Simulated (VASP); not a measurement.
# Pt (P6_3/mmc) in VASP: notebook

Pt is run at these levels: r2SCAN; tasks: single point.

Everything below comes from runs of VASP 6.6.1. Logs are shortened: lines on timing, memory, paths and dates and some standing lists are left out, and cuts for length are marked.

**1. The cell of the first run**

The structure is hexagonal, space group P6_3/mmc (No. 194). The conventional cell has a = 2.540 Å, b = 2.540 Å, c = 4.409 Å, α = 90.00°, β = 90.00°, γ = 120.00°. Within 3.4 Å of Pt (site symmetry -6m2) lie 12 Pt at 2.54 to 2.65 Å.

This isn't the form of Pt at room conditions, which is fcc.

**2. Single point, r2SCAN (strain -0.080 along x and y, -0.080 along z)**

Contents of POSCAR:

```
Pt
1.0
    2.5398123665      0.0000000000      0.0000000000
   -1.2699061833      2.1995420302      0.0000000000
    0.0000000000      0.0000000000      4.4087632800
Pt
2
Direct
    0.6666666667      0.3333333333      0.7500000000
    0.3333333333      0.6666666667      0.2500000000
```

Contents of INCAR.step1:

```
SYSTEM = Pt
  ALGO = Normal
  EDIFF = 1E-4
  ENCUT = 520
  GGA = PE
  ISMEAR = 0
  LASPH = .TRUE.
  LCHARG = .FALSE.
  LREAL = .FALSE.
  LWAVE = .TRUE.
  NBANDS = 17
  NELM = 100
  PREC = Accurate
  SIGMA = 0.15
```

Contents of INCAR.step2:

```
SYSTEM = Pt
  ALGO = Normal
  EDIFF = 1E-6
  ENCUT = 520
  ISIF = 2
  ISMEAR = 0
  ISTART = 1
  LASPH = .TRUE.
  LCHARG = .FALSE.
  LMIXTAU = .TRUE.
  LREAL = .FALSE.
  LWAVE = .FALSE.
  METAGGA = R2SCAN
  NBANDS = 17
  NELM = 100
  PREC = Accurate
  SIGMA = 0.15
```

Contents of KPOINTS:

```
k-points
0
G
  18 18 10
  0 0 0
```

Potentials or basis: VASP PAW PBE potentials, release 64 (Pt).

Started as:

```sh
$ cat potpaw_PBE.64/Pt/POTCAR > POTCAR
$ cp INCAR.step1 INCAR
$ mpirun -np 1 vasp_std > vasp.out
$ cp INCAR.step2 INCAR
$ mpirun -np 1 vasp_std > vasp.out
```

OUTCAR:

```text
SYSTEM = Pt
   EDIFF = 1E-6
   ENCUT = 520
   ISIF = 2
   ISMEAR = 0
   ISTART = 1
   LASPH = .TRUE.
   LREAL = .FALSE.
   METAGGA = R2SCAN
   NELM = 100
   PREC = Accurate

 ion  position               nearest neighbor table
   1  0.667  0.333  0.750-   2 2.65   2 2.65   2 2.65   2 2.65   2 2.65   2 2.65
   2  0.333  0.667  0.250-   1 2.65   1 2.65   1 2.65   1 2.65   1 2.65   1 2.65

  LATTYP: Found a hexagonal cell.
 ALAT       =     2.5398123665
 C/A-ratio  =     1.7358618054

  Lattice vectors:

 A1 = (   2.5398123665,   0.0000000000,   0.0000000000)
 A2 = (  -1.2699061833,   2.1995420302,   0.0000000000)
 A3 = (   0.0000000000,   0.0000000000,   4.4087632800)

Analysis of symmetry for initial positions (statically):
=====================================================================
 Subroutine PRICEL returns:
 Original cell was already a primitive cell.

 Routine SETGRP: Setting up the symmetry group for a
 hexagonal supercell.

 Subroutine GETGRP returns: Found 24 space group operations
 (whereof 12 operations were pure point group operations)
 out of a pool of 24 trial point group operations.

The static configuration has the point symmetry D_3d.
 The point group associated with its full space group is D_6h.

Analysis of symmetry for dynamics (positions and initial velocities):
=====================================================================
 Subroutine PRICEL returns:
 Original cell was already a primitive cell.

 Routine SETGRP: Setting up the symmetry group for a
 hexagonal supercell.

 Subroutine GETGRP returns: Found 24 space group operations
 (whereof 12 operations were pure point group operations)
 out of a pool of 24 trial point group operations.

The dynamic configuration has the point symmetry D_3d.
 The point group associated with its full space group is D_6h.

 Subroutine INISYM returns: Found 24 space group operations
 (whereof 12 operations are pure point group operations),
 and found     1 'primitive' translations

----------------------------------------------------------------------------------------

                                     Primitive cell

  volume of cell :      24.6292

  direct lattice vectors                    reciprocal lattice vectors
     2.539812367  0.000000000  0.000000000     0.393729873  0.227320048  0.000000000
    -1.269906183  2.199542030  0.000000000     0.000000000  0.454640096  0.000000000
     0.000000000  0.000000000  4.408763280     0.000000000  0.000000000  0.226820978

  length of vectors
     2.539812367  2.539812366  4.408763280     0.454640096  0.454640096  0.226820978

  position of ions in fractional coordinates (direct lattice)
     0.666666667  0.333333333  0.750000000
     0.333333333  0.666666667  0.250000000

  ion indices of the primitive-cell ions
   primitive index   ion index
                 1           1
                 2           2

----------------------------------------------------------------------------------------

 KPOINTS: k-points

Automatic generation of k-mesh.
 Grid dimensions read from file:
 generate k-points for:   18   18   10

 Generating k-lattice:

  Cartesian coordinates                     Fractional coordinates (reciprocal lattice)
     0.021873882  0.012628892  0.000000000     0.055555556  0.000000000  0.000000000
     0.000000000  0.025257783  0.000000000     0.000000000  0.055555556  0.000000000
     0.000000000  0.000000000  0.022682098     0.000000000  0.000000000  0.100000000

  Length of vectors
     0.025257783  0.025257783  0.022682098

  Shift w.r.t. Gamma in fractional coordinates (k-lattice)
     0.000000000  0.000000000  0.000000000

 Subroutine IBZKPT returns following result:
 ===========================================

 Found    222 irreducible k-points:

 Following reciprocal coordinates:
            Coordinates               Weight
  0.000000  0.000000  0.000000      1.000000
  0.055556 -0.000000  0.000000      6.000000
  0.111111 -0.000000  0.000000      6.000000
  0.166667 -0.000000  0.000000      6.000000
  0.222222 -0.000000  0.000000      6.000000
  0.277778  0.000000  0.000000      6.000000
[... 16 lines left out ...]
  0.333333  0.111111  0.000000     12.000000
  0.388889  0.111111  0.000000     12.000000
 [... further k-points ...]
   k-points           NKPTS =    222   k-points in BZ     NKDIM =    222   number of bands    NBANDS=     17
   number of dos      NEDOS =    301   number of ions     NIONS =      2
   total plane-waves  NPLWV =  14400
   dimension x,y,z NGX =    20 NGY =   20 NGZ =   36
   dimension x,y,z NGXF=    40 NGYF=   40 NGZF=   72
   ions per type =               2
   NGX,Y,Z   is equivalent  to a cutoff of  13.09, 13.09, 13.57 a.u.
   NGXF,Y,Z  is equivalent  to a cutoff of  26.18, 26.18, 27.15 a.u.
 SYSTEM =  Pt
   PREC   = accura    normal or accurate (medium, high low for compatibility)
   ISTART =      1    job   : 0-new  1-cont  2-samecut
   ICHARG =      0    charge: 1-file 2-atom 10-const
   ISPIN  =      1    spin polarized calculation?
   LNONCOLLINEAR =      F non collinear calculations
   LSORBIT =      F    spin-orbit coupling
   LASPH  =      T    aspherical Exc in radial PAW
   ENCUT  =  520.0 eV  38.22 Ry    6.18 a.u.   4.72  4.72  8.20*2*pi/ulx,y,z
   NELM   =    100;   NELMIN=  2; NELMDL=  0     # of ELM steps
   EDIFF  = 0.1E-05   stopping-criterion for ELM
   LREAL  =      F    real-space projection
   EDIFFG = 0.1E-04   stopping-criterion for IOM
   NSW    =      0    number of steps for IOM
   IBRION =     -1    ionic relax: 0-MD 1-quasi-New 2-CG
   NFREE  =      0    steps in history (QN), initial steepest desc. (CG)
   ISIF   =      2    stress and relaxation
   ISYM   =      2    0-nonsym 1-usesym 2-fastsym
   POTIM  = 0.5000    time-step for ionic-motion
   TEBEG  =    0.0;   TEEND  =   0.0 temperature during run
   PSTRESS=    0.0 pullay stress
   NELECT =      20.0000    total number of electrons
   NUPDOWN=      -1.0000    fix difference up-down
   EMIN   =  10.00;   EMAX   =-10.00  energy-range for DOS
   EFERMI =   0.00;   METHOD = LEGACY
   ISMEAR =     0;   SIGMA  =   0.15  broadening in eV -4-tet -1-fermi 0-gaus
   EFERMI_NEDOS =   21; number of points for ismear=-14 and -15
   IALGO  =     38    algorithm
   IMIX   =      4    mixing-type and parameters
     AMIX     =   0.40;   BMIX     =  1.00
     AMIX_MAG =   1.60;   BMIX_MAG =  1.00
  volume/ion in A,a.u.               =      12.31        83.10
  Fermi-wavevector in a.u.,A,eV,Ry     =   1.527336  2.886247 31.739064  2.332755
  Thomas-Fermi vector in A             =   2.635246
   LORBIT       =      0    0 simple, 1 ext, 2 COOP (PROOUT), +10 PAW based schemes
   METAGGA = R2SCAN    functional components
   LHFCALC =     F    Hartree Fock is set to
   AEXX    =    0.0000 exact exchange contribution
   IVDW    =     0    specifies the selected vdW correction
   LEPSILON=     F    determine dielectric tensor
   LRPA    =     F    only Hartree local field effects (RPA)
 non-spin polarized calculation
 Gauss-broadening in eV      SIGMA  =   0.15
  energy-cutoff  :      520.00
  volume of cell :       24.63
 maximum number of plane-waves:       681
 NGX is ok and might be reduce to    20
   NGX =  9   NGY =  9   NGZ = 17

 number of electron      19.9999999 magnetization

 Free energy of the ion-electron system (eV)
  ---------------------------------------------------
  ext. energy  EPLUGINS =         0.00000000
  ---------------------------------------------------
  free energy    TOTEN  =      -101.17251292 eV

  energy without entropy =     -101.14679873  energy(sigma->0) =     -101.15965582

 E-fermi :  15.3340     XC(G=0): -16.0910

 val. band max:       15.3310123067   @ k =   0.2778   0.1111   0.4000
 cond. band min:      15.3342328862   @ k =   0.0556   0.0556   0.3000
 fundamental gap:      0.0032205796
 Fermi energy:        15.3339673268

 k-point     1 :       0.0000    0.0000    0.0000
  band No.  band energies     occupation
      1       2.3241      2.00000
      2       5.1306      2.00000
      3       9.2848      2.00000
      4      10.0665      2.00000
      5      10.0665      2.00000
      6      10.6476      2.00000
[... 9 lines left out ...]
     16      33.3209      0.00000
     17      39.8871      0.00000

 k-point     2 :       0.0556   -0.0000    0.0000
  band No.  band energies     occupation
      1       2.4756      2.00000
      2       5.2745      2.00000
      3       9.2712      2.00000
      4      10.0483      2.00000
      5      10.1946      2.00000
      6      10.5557      2.00000
[... 9 lines left out ...]
     16      33.6084      0.00000
     17      38.4801      0.00000

 k-point     3 :       0.1111   -0.0000    0.0000
  band No.  band energies     occupation
      1       2.9147      2.00000
      2       5.6764      2.00000
      3       9.1404      2.00000
      4      10.0683      2.00000
      5      10.3826      2.00000
      6      10.5736      2.00000
[... 9 lines left out ...]
     16      34.3933      0.00000
     17      36.7106      0.00000

 k-point     4 :       0.1667   -0.0000    0.0000
  band No.  band energies     occupation
      1       3.5912      2.00000
      2       6.2173      2.00000
      3       8.9138      2.00000
      4       9.8375      2.00000
      5      10.1423      2.00000
      6      10.6577      2.00000
[... 9 lines left out ...]
     16      35.1388      0.00000
     17      35.4567      0.00000
[... 343 lines left out ...]
      1       6.1961      2.00000
      2       6.7439      2.00000
      3       7.5347      2.00000
      4       9.1571      2.00000
      5      10.0287      2.00000
      6      10.0798      2.00000
[... 9 lines left out ...]
     16      31.4761      0.00000
     17      34.9563      0.00000

 k-point    23 :       0.3333    0.1111    0.0000
  band No.  band energies     occupation
      1       6.3465      2.00000
      2       6.5349      2.00000
      3       7.0712      2.00000
      4       9.8049      2.00000
      5       9.9252      2.00000
      6      10.6365      2.00000
[... 9 lines left out ...]
     16      30.8623      0.00000
     17      32.5232      0.00000

 k-point    24 :       0.3889    0.1111    0.0000
  band No.  band energies     occupation
      1       6.1942      2.00000
      2       6.5307      2.00000
      3       6.7869      2.00000
      4       9.9432      2.00000
      5      10.3543      2.00000
      6      10.4597      2.00000
[... 9 lines left out ...]
     16      30.4677      0.00000
     17      30.5004      0.00000

 [... further k-points ...]
[... 5 lines left out ...]
  --------------------------------------------------------------------------------------
  -------------------------------------------------------------------------------------
  Total       17.8818806     17.8818806     15.6437034     -0.0000000     -0.0000000      0.0000000
  in kB     1163.2500871   1163.2500871   1017.6524373     -0.0000000     -0.0000000      0.0000000
  external PRESSURE =    1114.7175372 kB  Pullay stress =       0.0000000 kB

 VOLUME and BASIS-vectors are now :
 -----------------------------------------------------------------------------
  energy-cutoff  :      520.00
  volume of cell :       24.63
      direct lattice vectors                 reciprocal lattice vectors
     2.539812367  0.000000000  0.000000000     0.393729873  0.227320048  0.000000000
    -1.269906183  2.199542030  0.000000000     0.000000000  0.454640096  0.000000000
     0.000000000  0.000000000  4.408763280     0.000000000  0.000000000  0.226820978

 POSITION                                       TOTAL-FORCE (eV/Angst)
 -----------------------------------------------------------------------------------
      1.26991      0.73318      3.30657         0.000000      0.000000      0.000000
     -0.00000      1.46636      1.10219        -0.000000     -0.000000      0.000000
 -----------------------------------------------------------------------------------
    total drift:                                0.000000     -0.000000     -0.000000

  FREE ENERGIE OF THE ION-ELECTRON SYSTEM (eV)
  ---------------------------------------------------
  free  energy   TOTEN  =      -101.1725129191 eV

  energy  without entropy=     -101.1467987301  energy(sigma->0) =     -101.15965582
```

Wall time 2.6 min (1 thread of AMD EPYC 9R45 (Zen 5), shared host); peak memory 0.18 GiB.

What came out:

```yaml
Free_energy: -101.1725 eV
Pressure: 111.5 GPa
Band_gap_on_the_k_mesh: zero (bands 10 and 11 overlap by 2.12 eV)
```

Caveat: the cell differs from its parent crystal (strain -0.080 along x and y, -0.080 along z); the cell stands under pressure; the PAW data sets were made with another functional, which shifts forces and pressure a little; spin-orbit coupling is left out, which moves the levels of the heavy elements.

**3. Single point, r2SCAN (strain -0.080 along x and y, -0.040 along z)**

Edit POSCAR of step 2 so:

```diff
@@ -4,3 +4,3 @@
    -1.2699061833      2.1995420302      0.0000000000
-    0.0000000000      0.0000000000      4.4087632800
+    0.0000000000      0.0000000000      4.6004486400
 Pt
```

Contents of INCAR.step1:

```
SYSTEM = Pt
PREC = Accurate
ENCUT = 520
ISMEAR = 0
SIGMA = 0.15
LREAL = .FALSE.
LASPH = .TRUE.
NELM = 60
NBANDS = 17
GGA = PE
ALGO = Normal
EDIFF = 1E-4
LWAVE = .TRUE.
LCHARG = .FALSE.
```

Contents of INCAR.step2:

```
SYSTEM = Pt
PREC = Accurate
ENCUT = 520
EDIFF = 1E-7
ISMEAR = 0
SIGMA = 0.15
LREAL = .FALSE.
LASPH = .TRUE.
NELM = 60
ALGO = Normal
ISIF = 2
LWAVE = .FALSE.
LCHARG = .TRUE.
METAGGA = R2SCAN
LMIXTAU = .TRUE.
LELF = .TRUE.
LVHAR = .TRUE.
NBANDS = 17
ISTART = 1
```

Contents of KPOINTS:

```
regular mesh
0
G
  18 18 10
  0 0 0
```

Potentials or basis: VASP PAW PBE potentials, release 64 (Pt).

Started as:

```sh
$ cat potpaw_PBE.64/Pt/POTCAR > POTCAR
$ cp INCAR.step1 INCAR
$ mpirun -np 1 vasp_std > vasp.out
$ cp INCAR.step2 INCAR
$ mpirun -np 1 vasp_std > vasp.out
```

Wall time 3 min (1 thread of AMD EPYC 9R45 (Zen 5), shared host); peak memory 0.18 GiB.

The run converged. Its results:

| Quantity | Value |
| --- | --- |
| Free energy | -101.7064 eV |
| Pressure | 84.4 GPa |
| Band gap on the k mesh | zero (bands 10 and 11 overlap by 2.10 eV) |

Stress tensor (GPa, compression positive):
```
96.58  0.00  0.00
 0.00 96.58  0.00
 0.00  0.00 60.02
```

Levels at points of the mesh, in eV from the Fermi level:
```tsv
k point	band 8	band 9	band 10	band 11	band 12	band 13
(0.00, 0.00, 0.00)	-2.25	-2.25	-1.88	-0.29	-0.29	5.88
(0.50, 0.00, 0.00)	-0.16	0.82	1.05	3.04	4.93	9.14
(0.00, 0.00, 0.50)	-4.88	-1.05	-1.05	-1.05	-1.05	13.05
(0.50, 0.00, 0.50)	-1.35	0.95	0.95	1.88	1.88	8.92
```

Caveat: the cell differs from its parent crystal (strain -0.080 along x and y, -0.040 along z); the cell stands under pressure; the PAW data sets were made with another functional, which shifts forces and pressure a little; spin-orbit coupling is left out, which moves the levels of the heavy elements.

**4. Single point, r2SCAN (strain -0.080 along x and y, +0.000 along z)**

Edit POSCAR of step 3 so:

```diff
@@ -4,3 +4,3 @@
    -1.2699061833      2.1995420302      0.0000000000
-    0.0000000000      0.0000000000      4.6004486400
+    0.0000000000      0.0000000000      4.7921340000
 Pt
```

Contents of INCAR.step1:

```
  PREC = Accurate
  ENCUT = 520
  ISMEAR = 0
  SIGMA = 0.15
  LREAL = False
  LASPH = True
  NELM = 80
  NBANDS = 17
  GGA = PE
  ALGO = Normal
  EDIFF = 1E-4
  LWAVE = True
  LCHARG = False
```

Contents of INCAR.step2:

```
  PREC = Accurate
  ENCUT = 520
  EDIFF = 1E-7
  ISMEAR = 0
  SIGMA = 0.15
  LREAL = False
  LASPH = True
  NELM = 80
  ALGO = Normal
  ISIF = 2
  LWAVE = False
  LCHARG = True
  METAGGA = R2SCAN
  LMIXTAU = True
  LELF = True
  LVHAR = True
  NBANDS = 17
  ISTART = 1
```

Contents of KPOINTS:

```
regular mesh
0
Gamma
  18 18 10
```

Started as:

```sh
$ cat potpaw_PBE.64/Pt/POTCAR > POTCAR
$ cp INCAR.step1 INCAR
$ mpirun -np 1 vasp_std > vasp.out
$ cp INCAR.step2 INCAR
$ mpirun -np 1 vasp_std > vasp.out
```

It took 3 min on 1 thread of AMD EPYC 9R45 (Zen 5), shared host; peak memory 0.18 GiB.

It converged, with:

- Free energy: -102.0029 eV
- Pressure: 64.7 GPa
- Band gap on the k mesh: zero (bands 10 and 11 overlap by 2.16 eV)

Stress tensor (GPa, compression positive):
```
81.91  0.00  0.00
 0.00 81.91  0.00
 0.00  0.00 30.15
```

Levels at points of the mesh, in eV from the Fermi level:
```
           k point  band 8  band 9  band 10  band 11  band 12  band 13
(0.00, 0.00, 0.00)   -1.93   -1.74    -1.74    -0.19    -0.19     4.94
(0.50, 0.00, 0.00)   -0.28    1.06     1.22     2.99     4.82     9.05
(0.00, 0.00, 0.50)   -4.57   -0.83    -0.83    -0.83    -0.83    11.85
(0.50, 0.00, 0.50)   -1.21    1.14     1.14     1.89     1.89     8.84
```

Caveat: the cell differs from its parent crystal (strain -0.080 along x and y, +0.000 along z); the cell stands under pressure; the PAW data sets were made with another functional, which shifts forces and pressure a little; spin-orbit coupling is left out, which moves the levels of the heavy elements.

(Part 1 of 2 ends here.)
